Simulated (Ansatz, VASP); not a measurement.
## One calculation of Pd, two programs

```
Pd
1.0
     0.00000    1.97821    1.97821
     1.97821    0.00000    1.97821
     1.97821    1.97821    0.00000
Pd
1
Cartesian
  0.0000 0.0000 0.0000
```

Alike in both runs: task single point; functional PBE; k mesh 9 × 9 × 9; occupations fermi-dirac, width 0.15 eV; no spin polarisation.

|  | VASP | Ansatz |
| --- | --- | --- |
| version | VASP 6.6.1 | Ansatz 0.2.0 |
| potentials or method | VASP PAW PBE potentials, release 64 (Pd), cutoff 500 eV | plane waves, PAW |
| valence electrons in the cell | 10 | 18 |

|  | VASP | Ansatz | Ansatz less VASP |
| --- | --- | --- | --- |
| pressure (GPa) | -1.4 | -1.2 | +0.23 |

The functional is the same, so the differences come from potentials, cutoffs and numerics. VASP's potentials hold 10 valence electrons a cell and Ansatz's 18, so a difference there can come from the potentials and not from the codes.
